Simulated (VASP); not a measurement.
Set up this calculation in VASP 6.6.1, as the native input.

```
Task                   : single point
Functional             : PBE
Potentials or basis    : VASP PAW PBE potentials, release 64 (Fe, Ni)
Cutoff                 : 520 eV
k mesh                 : 12 × 12 × 12
Occupations            : gaussian, width 0.1 eV
Spin                   : collinear spin, ferromagnetic start
Starting moments       : [3.2, 0.75, 0.75, 0.75] μB
Dipole correction      : no
Further INCAR settings : ALGO = Fast; EDIFF = 1e-07; NBANDS = 31
```

The structure of FeNi3 lies in POSCAR:

```
FeNi3
1.0
    3.3310824548      0.0000000000      0.0000000000
    0.0000000000      3.3310824548      0.0000000000
    0.0000000000      0.0000000000      3.3310824548
Fe Ni
1 3
Direct
    0.0000000000      0.0000000000      0.0000000000
    0.0000000000      0.5000000000      0.5000000000
    0.5000000000      0.5000000000      0.0000000000
    0.5000000000      0.0000000000      0.5000000000
```

This cell differs from its parent crystal: equal strain along all axes, cell held: -6.0 %.

These files were run (other wordings do the same):

INCAR

```
  ALGO = Fast
  EDIFF = 1E-7
  ENCUT = 520
  GGA = PE
  ISIF = 2
  ISMEAR = 0
  ISPIN = 2
  LASPH = T
  LCHARG = T
  LELF = T
  LMAXMIX = 4
  LORBIT = 11
  LREAL = F
  LVHAR = T
  LWAVE = F
  MAGMOM = 3.2 0.75 0.75 0.75
  NBANDS = 31
  NELM = 150
  PREC = Accurate
  SIGMA = 0.1
```

KPOINTS

```
k-points
0
Gamma
  12 12 12
```

Potentials or basis: VASP PAW PBE potentials, release 64 (Fe, Ni).

Launch:

```console
$ cat potpaw_PBE.64/Fe/POTCAR potpaw_PBE.64/Ni/POTCAR > POTCAR
$ mpirun -np 1 vasp_std > vasp.out
```

It gave:

The pressure is 56.1 GPa. The net moment is 4.54 μB per cell. The site moments are Fe +2.68; Ni +0.60 μB and the valence electrons inside the program's atomic spheres are Fe 7.54; Ni 9.73.

Caveat: the cell differs from its parent crystal (equal strain along all axes, cell held: -6.0 %); the cell stands under pressure.

Wall time 2.1 min on 1 thread of Intel(R) Xeon(R) 6975P-C (Granite Rapids), with other jobs on the host, peak memory 0.27 GiB.
